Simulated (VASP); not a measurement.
Crystal: Ba.

```
Ba
1.0
     0.00000    4.34000    4.34000
     4.34000    0.00000    4.34000
     4.34000    4.34000    0.00000
Ba
2
Direct
  0.00000 0.00000 0.00000
  0.25000 0.25000 0.25000
```

This isn't the form of Ba at room conditions, which is bcc.

* Program: VASP 6.6.1
* Task: relaxation of cell and atoms
* Functional: PBE
* Potentials or basis: VASP PAW PBE potentials, release 64 (Ba_sv)
* Cutoff: 500 eV
* k mesh: 8 × 8 × 8
* Occupations: fermi-dirac, width 0.1 eV
* Spin: no spin polarisation

At the start: pressure -0.1 GPa; volume 81.75 Å³/atom.

Problem. How do energy, volume and symmetry change on relaxing?

Solution. Over 10 steps the energy falls by 29.1 meV/atom and the volume is 60.00 Å³/atom (-26.6 %); space group Fd-3m (No. 227, to 0.1 Å) before and after.

Step by step:
```
step  energy change (eV)  largest force (eV/Å)  pressure (GPa)  volume (Å³)
   1              0.0000                0.0000           -0.12       163.49
   2             -0.0011                0.0000           -0.13       162.03
   3             -0.0050                0.0000           -0.16       157.70
   4             -0.0151                0.0000           -0.23       149.27
   5             -0.0425                0.0000           -0.29       133.31
   6             -0.0013                0.0000            1.47       104.90
   7             -0.0527                0.0000           -0.22       127.21
   8             -0.0505                0.0000            0.42       113.75
   9             -0.0578                0.0000           -0.08       122.05
  10             -0.0582                0.0000            0.01       120.01
```

Final structure:
```
Ba
1.0
     0.00000    3.91497    3.91497
     3.91497    0.00000    3.91497
     3.91497    3.91497    0.00000
Ba
2
Direct
  0.00000 0.00000 0.00000
  0.25000 0.25000 0.25000
```

Caveat: the volume moved by over 15 % at a fixed basis, so the end points are rough.
